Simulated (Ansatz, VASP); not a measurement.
## Zn4O: VASP beside Ansatz

```
Zn O
1.0
     0.00000    4.20606    4.20606
     4.20606    0.00000    4.20606
     4.20606    4.20606    0.00000
Zn O
8 2
Cartesian
  7.4677 7.4677 7.4677
  5.1504 5.1504 7.4677
  5.1504 7.4677 5.1504
  7.4677 5.1504 5.1504
  5.3647 5.3647 3.0474
  3.0474 3.0474 3.0474
  5.3647 3.0474 5.3647
  3.0474 5.3647 5.3647
  4.2061 4.2061 4.2061
  6.3091 6.3091 6.3091
```

Alike in both runs: task single point; functional PBE; k mesh 4 × 4 × 4; occupations gaussian, width 0.1 eV; collinear spin.

|  | VASP | Ansatz |
| --- | --- | --- |
| version | VASP 6.6.1 | Ansatz 0.2.0 |
| potentials or method | VASP PAW PBE potentials, release 64 (Zn, O), cutoff 520 eV | scalar-relativistic, plane waves, PAW |
| valence electrons in the cell | 108 | 108 |

|  | VASP | Ansatz | Ansatz less VASP |
| --- | --- | --- | --- |
| gap on the k mesh at the Fermi level (eV) | none | none | - |
| pressure (GPa) | 0.5 | 0.1 | -0.44 |
| rms of the force components (eV/Å) | 0.038 | 0.015 | -0.0234 |
| net moment per atom (μB) | 0.00 | 0.00 | 0.000 |

Atom by atom the forces differ by 0.023 eV/Å (rms over components). A gap of «none» marks a metal or a gap that the smearing closes. Ansatz's warnings: seeded moment not kept.
